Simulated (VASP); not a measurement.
Wanted: the native input for a VASP 6.6.1 run.

| Quantity | Value |
| --- | --- |
| Task | single point |
| Functional | PBE |
| Potentials or basis | VASP PAW PBE potentials, release 64 (Ca_sv) |
| Cutoff | 520 eV |
| k mesh | 14 × 14 × 14 |
| Occupations | gaussian, width 0.15 eV |
| Spin | no spin polarisation |
| Dipole correction | no |
| Further INCAR settings | ALGO = Normal; EDIFF = 1e-07; NBANDS = 11 |

The structure of Ca lies in POSCAR:

```
Ca
1.0
    0.0000000000      2.8361130000      2.8780260000
    2.8361130000      0.0000000000      2.8780260000
    2.8361130000      2.8361130000      0.0000000000
Ca
1
Direct
    0.0000000000      0.0000000000      0.0000000000
```

This cell differs from its parent crystal: strain +0.015 along x and y, +0.030 along z.

These files were run (other wordings do the same):

INCAR

```
SYSTEM = Ca
ALGO = Normal
EDIFF = 1E-7
ENCUT = 520
GGA = PE
ISIF = 2
ISMEAR = 0
LASPH = .TRUE.
LCHARG = .TRUE.
LELF = .TRUE.
LREAL = .FALSE.
LVHAR = .TRUE.
LWAVE = .FALSE.
NBANDS = 11
NELM = 80
PREC = Accurate
SIGMA = 0.15
```

KPOINTS

```
k-points
0
G
  14 14 14
  0 0 0
```

Potentials or basis: VASP PAW PBE potentials, release 64 (Ca_sv).

The run is started by

```sh
$ cat potpaw_PBE.64/Ca_sv/POTCAR > POTCAR
$ mpirun -np 1 vasp_std > vasp.out
```

Results of the run:

* Pressure: -1.4 GPa
* Band gap on the k mesh: zero (band 5 reaches 1.82 eV, above the bottom of band 6 at 1.39 eV)

Caveat: the cell differs from its parent crystal (strain +0.015 along x and y, +0.030 along z).

Wall time 110 s on 1 thread of Intel(R) Xeon(R) Platinum 8488C (Sapphire Rapids), with other jobs on the host, peak memory 0.26 GiB.
